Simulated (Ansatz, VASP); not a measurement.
# Al: VASP beside Ansatz

INCAR

```
SYSTEM = Al
  ALGO = Normal
  EDIFF = 1E-7
  ENCUT = 520
  GGA = PE
  ISIF = 2
  ISMEAR = 0
  IVDW = 12
  LASPH = .TRUE.
  LCHARG = .FALSE.
  LREAL = .FALSE.
  LWAVE = .FALSE.
  NBANDS = 14
  NELM = 60
  PREC = Accurate
  SIGMA = 0.15
```

File KPOINTS:

```
k-points
0
G
  18 18 4
  0 0 0
```

The input POSCAR:

```
Al
1.0
    2.8932000000      0.0000000000      0.0000000000
   -1.4466000000      2.5055846982      0.0000000000
    0.0000000000      0.0000000000      8.8418000000
Al
4
Direct
    0.0000000000      0.0000000000      0.0000000000
    0.3333333333      0.6666666667      0.2500000000
    0.0000000000      0.0000000000      0.5000000000
    0.6666666667      0.3333333333      0.7500000000
```

Input for Ansatz:

```yaml
crystal:
  lattice:
    - [2.8932, 0.0, 0.0]
    - [-1.4466, 2.5055846982, 0.0]
    - [0.0, 0.0, 8.8418]
  atoms:
    - { symbol: Al, position: [0.0, 0.0, 0.0] }
    - { symbol: Al, position: [0.3333333333, 0.6666666667, 0.25] }
    - { symbol: Al, position: [0.0, 0.0, 0.5] }
    - { symbol: Al, position: [0.6666666667, 0.3333333333, 0.75] }
basis:
  ecutwfc: 420
kpoints:
  mp_grid: { grid: [18, 18, 4] }
hamiltonian:
  xc: pbe
  pseudopotentials: { kind: paw, azcp: { folder: soft_1 } }
  dispersion: d3bj
scf:
  occupations: { method: gaussian, width: 0.15 }
output:
  forces: true
  stress: true
  eigenvalues: true
```

Alike in both runs: task single point; functional PBE; dispersion D3(BJ); k mesh 18 × 18 × 4; occupations gaussian, width 0.15 eV; no spin polarisation.

|  | VASP | Ansatz |
| --- | --- | --- |
| version | VASP 6.6.1 | Ansatz 0.2.0 |
| potentials or method | VASP PAW PBE potentials, release 64 (Al), cutoff 520 eV | scalar-relativistic, plane waves, PAW |
| valence electrons in the cell | 12 | 12 |

```tsv
	VASP	Ansatz	Ansatz less VASP
gap on the k mesh at the Fermi level (eV)	none	none	-
pressure (GPa)	-0.5	-0.5	+0.01
traceless stress, the component that is largest in VASP (GPa)	3.03	3.03	+0.003
```

A gap of «none» marks a metal or a gap that the smearing closes.
